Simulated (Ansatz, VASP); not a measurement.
## SiO2: VASP beside Ansatz

```
CELL_PARAMETERS angstrom
-2.59691 2.59691 3.56495
2.59691 -2.59691 3.56495
2.59691 2.59691 -3.56495
ATOMIC_POSITIONS crystal
Si 0.00000 0.00000 0.00000
Si 0.75000 0.25000 0.50000
O 0.97317 0.62500 0.84817
O 0.37500 0.22317 0.34817
O 0.77683 0.12500 0.15183
O 0.87500 0.02683 0.65183
```

Change from the starting cell: strain +0.050 along x and y, -0.025 along z, atoms carried along.

Alike in both runs: task single point; functional r2SCAN; k mesh 6 × 6 × 6; occupations gaussian, width 0.05 eV; no spin polarisation.

```csv
,VASP,Ansatz
version,VASP 6.6.1,Ansatz 0.2.0
potentials or method,"VASP PAW PBE potentials, release 64 (Si, O), cutoff 520 eV","scalar-relativistic, plane waves, PAW"
valence electrons in the cell,32,32
```

VASP gave:

```
gap on the k mesh at the Fermi level (eV)                     : 6.12
least direct gap on the mesh (eV)                             : 6.12
pressure (GPa)                                                : -10.9
traceless stress, the component that is largest in VASP (GPa) : 3.24
rms of the force components (eV/Å)                            : 0.394
```

Problem. What did Ansatz give for the same quantities?

Solution. gap on the k mesh at the Fermi level (eV): 6.12; least direct gap on the mesh (eV): 6.12; pressure (GPa): -11.0; traceless stress, the component that is largest in VASP (GPa): 3.25; rms of the force components (eV/Å): 0.394.

VASP's potentials were made for PBE, not for r2SCAN. Atom by atom the forces differ by 0.000 eV/Å (rms over components). With one functional, cell and mesh, what is left measures potentials, basis and numerics.
